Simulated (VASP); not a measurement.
Input of a VASP 6.6.1 run:

Contents of INCAR:

```
SYSTEM = WSe2
PREC     = Accurate       ! precision mode
ENCUT    = 600            ! plane-wave cutoff, eV
EDIFF    = 1E-6           ! SCF threshold, eV
ISMEAR   = 0              ! smearing method
SIGMA    = 0.02           ! smearing width, eV
LREAL    = .FALSE.        ! projectors in reciprocal space
LASPH    = .TRUE.         ! aspherical terms in the spheres
NELM     = 60             ! most SCF steps
ALGO     = Normal         ! electronic algorithm
ISIF     = 3              ! what is computed and relaxed
LWAVE    = .FALSE.        ! write WAVECAR
LCHARG   = .FALSE.        ! write CHGCAR
GGA      = PE             ! functional
IVDW     = 12             ! dispersion correction
IBRION   = 2              ! ionic algorithm
NSW      = 100            ! ionic steps
EDIFFG   = -0.005         ! ionic threshold
```

KPOINTS

```
Automatic mesh
0
G
  9 9 9
  0 0 0
```

POSCAR

```
WSe2
1.0
    1.6419539886      0.9479825756      6.3828606137
   -1.6419539886      0.9479825756      6.3828606137
    0.0000000000     -1.8959651564      6.3828606129
W Se
1 2
Direct
    0.9993490854     -0.0006509146     -0.0006509146
    0.7538299256      0.7538299256      0.7538299256
    0.5781209890      0.5781209890      0.5781209890
```

Potentials or basis: VASP PAW PBE potentials, release 64 (W_sv, Se).

Launch:

```sh
$ cat potpaw_PBE.64/W_sv/POTCAR potpaw_PBE.64/Se/POTCAR > POTCAR
$ mpirun -np 1 vasp_std > vasp.out
```

(1) Estimate the relaxed volume.

(2) What does it give for the space group after relaxing (to 0.1 Å)?

Answers

(1) 19.90 Å³/atom.

(2) R3m (No. 160).
